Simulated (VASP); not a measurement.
# FeGe (Pm-3m) in VASP: notebook

Runs on FeGe. Level: PBE. Tasks: single point.

Everything below comes from runs of VASP 6.6.1. Logs are shortened: lines on timing, memory, paths and dates and some standing lists are left out, and cuts for length are marked.

## (1) The cell of the first run

Symmetry: Pm-3m, No. 221, cubic system. Conventional cell: a = 2.898 Å, b = 2.898 Å, c = 2.898 Å, α = 90.00°, β = 90.00°, γ = 90.00°. Fe (site symmetry m-3m) has 8 Ge at 2.51 Å and 6 Fe at 2.90 Å within 3.3 Å. Within 3.3 Å of Ge (site symmetry m-3m) lie 8 Fe at 2.51 Å and 6 Ge at 2.90 Å.

## (2) Single point, PBE, collinear spin, ferromagnetic start

INCAR reads:

```
SYSTEM = FeGe
ALGO = Normal
EDIFF = 1E-6
ENCUT = 520
GGA = PE
ISIF = 2
ISMEAR = 0
ISPIN = 2
LASPH = .True.
LCHARG = .False.
LMAXMIX = 4
LORBIT = 11
LREAL = .False.
LWAVE = .False.
MAGMOM = 4 0
NBANDS = 22
NELM = 150
PREC = Accurate
SIGMA = 0.1
```

KPOINTS reads:

```
k-points
0
Gamma
  6 6 6
  0 0 0
```

POSCAR reads:

```
FeGe
1.0
    2.8984636767      0.0000000000      0.0000000000
    0.0000000000      2.8984636767      0.0000000000
    0.0000000000      0.0000000000      2.8984636767
Fe Ge
1 1
Direct
    0.0000000000      0.0000000000      0.0000000000
    0.5000000000      0.5000000000      0.5000000000
```

Potentials or basis: VASP PAW PBE potentials, release 64 (Fe, Ge_d).

On the command line:

```console
> cat potpaw_PBE.64/Fe/POTCAR potpaw_PBE.64/Ge_d/POTCAR > POTCAR
> mpirun -np 1 vasp_std > vasp.out
```

OUTCAR:

```text
SYSTEM = FeGe
   EDIFF = 1E-6
   ENCUT = 520
   GGA = PE
   ISIF = 2
   ISMEAR = 0
   ISPIN = 2
   LASPH = .True.
   LORBIT = 11
   LREAL = .False.
   NELM = 150
   PREC = Accurate

 ion  position               nearest neighbor table
   1  0.000  0.000  0.000-   2 2.51   2 2.51   2 2.51   2 2.51   2 2.51   2 2.51   2 2.51   2 2.51

   2  0.500  0.500  0.500-   1 2.51   1 2.51   1 2.51   1 2.51   1 2.51   1 2.51   1 2.51   1 2.51

  LATTYP: Found a simple cubic cell.
 ALAT       =     2.8984636767

  Lattice vectors:

 A1 = (   2.8984636767,   0.0000000000,   0.0000000000)
 A2 = (   0.0000000000,   2.8984636767,   0.0000000000)
 A3 = (   0.0000000000,   0.0000000000,   2.8984636767)

Analysis of symmetry for initial positions (statically):
=====================================================================
 Subroutine PRICEL returns:
 Original cell was already a primitive cell.

 Routine SETGRP: Setting up the symmetry group for a
 simple cubic supercell.

 Subroutine GETGRP returns: Found 48 space group operations
 (whereof 48 operations were pure point group operations)
 out of a pool of 48 trial point group operations.

The static configuration has the point symmetry O_h .

Analysis of symmetry for dynamics (positions and initial velocities):
=====================================================================
 Subroutine PRICEL returns:
 Original cell was already a primitive cell.

 Routine SETGRP: Setting up the symmetry group for a
 simple cubic supercell.

 Subroutine GETGRP returns: Found 48 space group operations
 (whereof 48 operations were pure point group operations)
 out of a pool of 48 trial point group operations.

The dynamic configuration has the point symmetry O_h .

Analysis of structural, dynamic, and magnetic symmetry:
=====================================================================
 Subroutine PRICEL returns:
 Original cell was already a primitive cell.

 Routine SETGRP: Setting up the symmetry group for a
 simple cubic supercell.

 Subroutine GETGRP returns: Found 48 space group operations
 (whereof 48 operations were pure point group operations)
 out of a pool of 48 trial point group operations.

The overall configuration has the point symmetry O_h .

 Subroutine INISYM returns: Found 48 space group operations
 (whereof 48 operations are pure point group operations),
 and found     1 'primitive' translations

----------------------------------------------------------------------------------------

                                     Primitive cell

  volume of cell :      24.3503

  direct lattice vectors                    reciprocal lattice vectors
     2.898463677  0.000000000  0.000000000     0.345010361  0.000000000  0.000000000
     0.000000000  2.898463677  0.000000000     0.000000000  0.345010361  0.000000000
     0.000000000  0.000000000  2.898463677     0.000000000  0.000000000  0.345010361

  length of vectors
     2.898463677  2.898463677  2.898463677     0.345010361  0.345010361  0.345010361

  position of ions in fractional coordinates (direct lattice)
     0.000000000  0.000000000  0.000000000
     0.500000000  0.500000000  0.500000000

  ion indices of the primitive-cell ions
   primitive index   ion index
                 1           1
                 2           2

----------------------------------------------------------------------------------------

 KPOINTS: k-points

Automatic generation of k-mesh.
 Grid dimensions read from file:
 generate k-points for:    6    6    6

 Generating k-lattice:

  Cartesian coordinates                     Fractional coordinates (reciprocal lattice)
     0.057501727  0.000000000  0.000000000     0.166666667  0.000000000  0.000000000
     0.000000000  0.057501727  0.000000000     0.000000000  0.166666667  0.000000000
     0.000000000  0.000000000  0.057501727     0.000000000  0.000000000  0.166666667

  Length of vectors
     0.057501727  0.057501727  0.057501727

  Shift w.r.t. Gamma in fractional coordinates (k-lattice)
     0.000000000  0.000000000  0.000000000

 Subroutine IBZKPT returns following result:
 ===========================================

 Found     20 irreducible k-points:

 Following reciprocal coordinates:
            Coordinates               Weight
  0.000000  0.000000  0.000000      1.000000
  0.166667  0.000000  0.000000      6.000000
  0.333333  0.000000  0.000000      6.000000
  0.500000  0.000000  0.000000      3.000000
  0.166667  0.166667  0.000000     12.000000
  0.333333  0.166667  0.000000     24.000000
[... 12 lines left out ...]
  0.500000  0.500000  0.333333      6.000000
  0.500000  0.500000  0.500000      1.000000
   k-points           NKPTS =     20   k-points in BZ     NKDIM =     20   number of bands    NBANDS=     22
   number of dos      NEDOS =    301   number of ions     NIONS =      2
   total plane-waves  NPLWV =  13824
   dimension x,y,z NGX =    24 NGY =   24 NGZ =   24
   dimension x,y,z NGXF=    48 NGYF=   48 NGZF=   48
   ions per type =               1   1
   NGX,Y,Z   is equivalent  to a cutoff of  13.77, 13.77, 13.77 a.u.
   NGXF,Y,Z  is equivalent  to a cutoff of  27.53, 27.53, 27.53 a.u.
 SYSTEM =  FeGe
   PREC   = accura    normal or accurate (medium, high low for compatibility)
   ISTART =      0    job   : 0-new  1-cont  2-samecut
   ICHARG =      2    charge: 1-file 2-atom 10-const
   ISPIN  =      2    spin polarized calculation?
   LNONCOLLINEAR =      F non collinear calculations
   LSORBIT =      F    spin-orbit coupling
   LASPH  =      T    aspherical Exc in radial PAW
   ENCUT  =  520.0 eV  38.22 Ry    6.18 a.u.   5.39  5.39  5.39*2*pi/ulx,y,z
   NELM   =    150;   NELMIN=  2; NELMDL= -5     # of ELM steps
   EDIFF  = 0.1E-05   stopping-criterion for ELM
   LREAL  =      F    real-space projection
   EDIFFG = 0.1E-04   stopping-criterion for IOM
   NSW    =      0    number of steps for IOM
   IBRION =     -1    ionic relax: 0-MD 1-quasi-New 2-CG
   NFREE  =      0    steps in history (QN), initial steepest desc. (CG)
   ISIF   =      2    stress and relaxation
   ISYM   =      2    0-nonsym 1-usesym 2-fastsym
   POTIM  = 0.5000    time-step for ionic-motion
   TEBEG  =    0.0;   TEEND  =   0.0 temperature during run
   PSTRESS=    0.0 pullay stress
   NELECT =      22.0000    total number of electrons
   NUPDOWN=      -1.0000    fix difference up-down
   EMIN   =  10.00;   EMAX   =-10.00  energy-range for DOS
   EFERMI =   0.00;   METHOD = LEGACY
   ISMEAR =     0;   SIGMA  =   0.10  broadening in eV -4-tet -1-fermi 0-gaus
   EFERMI_NEDOS =   21; number of points for ismear=-14 and -15
   IALGO  =     38    algorithm
   IMIX   =      4    mixing-type and parameters
     AMIX     =   0.40;   BMIX     =  1.00
     AMIX_MAG =   1.60;   BMIX_MAG =  1.00
  volume/ion in A,a.u.               =      12.18        82.16
  Fermi-wavevector in a.u.,A,eV,Ry     =   1.582637  2.990749 34.079036  2.504739
  Thomas-Fermi vector in A             =   2.682529
   LORBIT       =     11    0 simple, 1 ext, 2 COOP (PROOUT), +10 PAW based schemes
   GGA     = PE    functional components
   LHFCALC =     F    Hartree Fock is set to
   AEXX    =    0.0000 exact exchange contribution
   IVDW    =     0    specifies the selected vdW correction
   LEPSILON=     F    determine dielectric tensor
   LRPA    =     F    only Hartree local field effects (RPA)
 spin polarized calculation
 Gauss-broadening in eV      SIGMA  =   0.10
  energy-cutoff  :      520.00
  volume of cell :       24.35
 maximum number of plane-waves:       691
 NGX is ok and might be reduce to    24
   NGX = 11   NGY = 11   NGZ = 11

 number of electron      22.0000008 magnetization       0.3304080

 number of electron      22.0000008 magnetization      -0.0634599

 Free energy of the ion-electron system (eV)
  ---------------------------------------------------
  ext. energy  EPLUGINS =         0.00000000
  ---------------------------------------------------
  free energy    TOTEN  =       -12.74935153 eV

  energy without entropy =      -12.74452640  energy(sigma->0) =      -12.74693897

 E-fermi :   9.0543     XC(G=0): -13.2228

 val. band max:        9.0518037380   @ k =   0.5000   0.5000   0.5000
 cond. band min:       9.1051269548   @ k =   0.5000   0.3333   0.0000
 fundamental gap:      0.0533232168
 Fermi energy:         9.0542936947

 spin component 1

 k-point     1 :       0.0000    0.0000    0.0000
  band No.  band energies     occupation
      1     -16.0222      1.00000
      2     -16.0222      1.00000
      3     -15.8946      1.00000
      4     -15.8946      1.00000
      5     -15.8946      1.00000
      6      -4.9420      1.00000
[... 14 lines left out ...]
     21      32.0034      0.00000
     22      32.0034      0.00000
[... 451 lines left out ...]
 k-point    20 :       0.5000    0.5000    0.5000
  band No.  band energies     occupation
      1     -15.9799      1.00000
      2     -15.9799      1.00000
      3     -15.9799      1.00000
      4     -15.8207      1.00000
      5     -15.8207      1.00000
      6       3.8197      1.00000
[... 14 lines left out ...]
     21      40.9429      0.00000
     22      42.4840      0.00000
 Fermi energy:         9.0542936947

 spin component 2

 k-point     1 :       0.0000    0.0000    0.0000
  band No.  band energies     occupation
      1     -16.0206      1.00000
      2     -16.0206      1.00000
      3     -15.8928      1.00000
      4     -15.8928      1.00000
      5     -15.8928      1.00000
      6      -4.9314      1.00000
[... 14 lines left out ...]
     21      31.9938      0.00000
     22      31.9938      0.00000
[... 452 lines left out ...]
  band No.  band energies     occupation
      1     -15.9781      1.00000
      2     -15.9781      1.00000
      3     -15.9781      1.00000
      4     -15.8192      1.00000
      5     -15.8192      1.00000
      6       3.8134      1.00000
[... 14 lines left out ...]
     21      40.9564      0.00000
     22      42.4991      0.00000

------------------------ aborting loop because EDIFF is reached ----------------------------------------

  FORCE on cell =-STRESS in cart. coord.  units (eV):
  Direction    XX          YY          ZZ          XY          YZ          ZX
  --------------------------------------------------------------------------------------
  -------------------------------------------------------------------------------------
  Total        0.0532146      0.0532146      0.0532146     -0.0000000     -0.0000000     -0.0000000
  in kB        3.5013713      3.5013713      3.5013713     -0.0000000     -0.0000000     -0.0000000
  external PRESSURE =       3.5013713 kB  Pullay stress =       0.0000000 kB

 VOLUME and BASIS-vectors are now :
 -----------------------------------------------------------------------------
  energy-cutoff  :      520.00
  volume of cell :       24.35
      direct lattice vectors                 reciprocal lattice vectors
     2.898463677  0.000000000  0.000000000     0.345010361  0.000000000  0.000000000
     0.000000000  2.898463677  0.000000000     0.000000000  0.345010361  0.000000000
     0.000000000  0.000000000  2.898463677     0.000000000  0.000000000  0.345010361

 POSITION                                       TOTAL-FORCE (eV/Angst)
 -----------------------------------------------------------------------------------
      0.00000      0.00000      0.00000         0.000000      0.000000      0.000000
      1.44923      1.44923      1.44923         0.000000      0.000000      0.000000
 -----------------------------------------------------------------------------------
    total drift:                                0.000000      0.000000     -0.000000

  FREE ENERGIE OF THE ION-ELECTRON SYSTEM (eV)
  ---------------------------------------------------
  free  energy   TOTEN  =       -12.7493515301 eV

  energy  without entropy=      -12.7445264047  energy(sigma->0) =      -12.74693897

 total charge

# of ion       s       p       d       tot
------------------------------------------
    1        0.378   0.470   6.554   7.403
    2        1.118   1.219  10.136  12.472
--------------------------------------------------
tot          1.496   1.689  16.690  19.875

 magnetization (x)

# of ion       s       p       d       tot
------------------------------------------
    1        0.001   0.002  -0.082  -0.078
    2        0.001   0.005   0.002   0.008
--------------------------------------------------
tot          0.002   0.007  -0.080  -0.070
```

Run time: 9.7 s. Hardware: 1 thread of Intel Xeon 6975P-C (Granite Rapids), shared host; peak memory 0.15 GiB.

What came out:

```yaml
Free_energy: -12.7494 eV
Pressure: 0.4 GPa
Net_moment: -0.06 μB per cell
Site_moments: Fe -0.08; Ge +0.01 μB
Valence_electrons_inside_the_program's_atomic_spheres: Fe 7.40; Ge 12.47
```

Caveat: the k points lie up to 0.36 Å⁻¹ apart; the moment fell far below its start of 4 μB, so a state of higher moment may lie lower in energy.

## (3) Single point, PBE, collinear spin, ferromagnetic start

This run uses another cell than the first one, of 25.29 Å³/atom, 2.077 times its volume.

INCAR reads:

```
SYSTEM = FeGe
PREC = Accurate
ENCUT = 520
EDIFF = 1E-6
ISMEAR = 0
SIGMA = 0.1
LREAL = .False.
LASPH = .True.
NELM = 150
ALGO = Normal
ISIF = 2
LWAVE = .False.
LCHARG = .False.
ISPIN = 2
MAGMOM = 4 0
LORBIT = 11
LMAXMIX = 4
GGA = PE
NBANDS = 22
```

KPOINTS reads:

```
Automatic mesh
0
Gamma
  6 6 6
  0 0 0
```

POSCAR reads:

```
FeGe
1.0
    3.6982403200      0.0000000000      0.0000000000
    0.0000000000      3.6982403200      0.0000000000
    0.0000000000      0.0000000000      3.6982403200
Fe Ge
1 1
Direct
    0.0000000000      0.0000000000      0.0000000000
    0.5000000000      0.5000000000      0.5000000000
```

Potentials or basis: VASP PAW PBE potentials, release 64 (Fe, Ge_d).

On the command line:

```console
> cat potpaw_PBE.64/Fe/POTCAR potpaw_PBE.64/Ge_d/POTCAR > POTCAR
> mpirun -np 1 vasp_std > vasp.out
```

Run time: 18 s. Hardware: 1 thread of Intel Xeon 6975P-C (Granite Rapids), shared host; peak memory 0.18 GiB.

The run converged. Its results:

```yaml
Free_energy: -10.1991 eV
Pressure: -16.9 GPa
Net_moment: 2.95 μB per cell
Site_moments: Fe +3.17; Ge -0.11 μB
Valence_electrons_inside_the_program's_atomic_spheres: Fe 6.49; Ge 12.02
```

Levels at points of the mesh, in eV from the Fermi level:
Spin up:
```tsv
k point	band 9	band 10	band 11	band 12	band 13	band 14	band 15	band 16
(0.00, 0.00, 0.00)	-2.77	-2.77	-2.77	1.25	1.54	1.54	1.54	6.53
(0.50, 0.00, 0.00)	-3.01	-2.93	-2.75	-2.23	3.25	3.25	4.49	6.06
(0.50, 0.50, 0.00)	-2.89	-2.52	-2.42	-2.22	-2.22	-0.05	3.61	8.39
(0.50, 0.50, 0.50)	-3.57	-2.42	-2.42	0.57	0.57	0.57	2.20	2.20
```
Spin down:
```csv
k point,band 7,band 8,band 9,band 10,band 11,band 12
"(0.00, 0.00, 0.00)",-0.58,-0.58,0.43,0.43,0.43,1.41
"(0.50, 0.00, 0.00)",-4.29,-0.40,-0.23,-0.23,0.46,0.47
"(0.50, 0.50, 0.00)",-2.37,-2.37,-0.93,0.20,0.20,0.42
"(0.50, 0.50, 0.50)",-2.00,-2.00,-2.00,0.43,0.43,2.01
```

## (4) Single point, PBE

This run uses another cell than the first one, of 12.11 Å³/atom, 0.995 times its volume.

INCAR reads:

```
SYSTEM = FeGe
  ALGO = Normal
  EDIFF = 1E-6
  ENCUT = 520
  GGA = PE
  ISIF = 2
  ISMEAR = 0
  LASPH = .TRUE.
  LCHARG = .FALSE.
  LREAL = .FALSE.
  LWAVE = .FALSE.
  NBANDS = 18
  NELM = 100
  PREC = Accurate
  SIGMA = 0.1
```

KPOINTS reads:

```
k-points
0
G
  20 20 20
  0 0 0
```

POSCAR reads:

```
FeGe
1.0
    2.8935044056      0.0000000000      0.0000000000
    0.0000000000      2.8935044056      0.0000000000
    0.0000000000      0.0000000000      2.8935044056
Fe Ge
1 1
Direct
    0.0000000000      0.0000000000      0.0000000000
    0.5000000000      0.5000000000      0.5000000000
```

On the command line:

```console
> cat potpaw_PBE.64/Fe/POTCAR potpaw_PBE.64/Ge_d/POTCAR > POTCAR
> mpirun -np 1 vasp_std > vasp.out
```

Wall time 30 s (1 thread of Intel Xeon 6975P-C (Granite Rapids), shared host); peak memory 0.24 GiB.

Results (log left out):

| Item | Value |
| --- | --- |
| Free energy | -12.7451 eV |
| Pressure | 0.2 GPa |
| Band gap on the k mesh | zero (band 11 reaches 9.18 eV, above the bottom of band 12 at 8.73 eV) |

Levels at points of the mesh, in eV from the Fermi level:
```
           k point  band 9  band 10  band 11  band 12  band 13  band 14
(0.00, 0.00, 0.00)   -0.48    -0.48    -0.48     3.04     3.04     3.04
(0.50, 0.00, 0.00)   -1.90    -1.90    -0.42     0.40     8.03     8.03
(0.50, 0.50, 0.00)   -2.76    -1.16    -1.16     0.16     1.47     3.02
(0.50, 0.50, 0.50)   -3.67     0.21     0.21     2.86     2.86     2.86
```

Spin polarisation is off, so any magnetic state and its effect on volume and gap are missing.

## (5) The runs side by side

| spin | cell | k mesh | gap on the mesh (eV) | pressure (GPa) | moment (μB) |
| --- | --- | --- | --- | --- | --- |
| collinear, ferromagnetic start | a = 2.898 Å, 2 atoms | 6 × 6 × 6 | none | 0.4 | 0.06 |
| collinear, ferromagnetic start | a = 3.698 Å, 2 atoms | 6 × 6 × 6 | none | -16.9 | 2.95 |
| off | a = 2.894 Å, 2 atoms | 20 × 20 × 20 | none | 0.2 | - |

Alike in all rows: task single point; level PBE; potentials or basis VASP PAW PBE potentials, release 64 (Fe, Ge_d); cutoff (eV) 520; smearing gaussian 0.1 eV.

Caveats: some runs use coarse meshes; the moment fell far below its start of 4 μB, so a state of higher moment may lie lower in energy (some runs).

Total energies depend on the potentials used, so only differences within one code and one set of settings carry meaning.
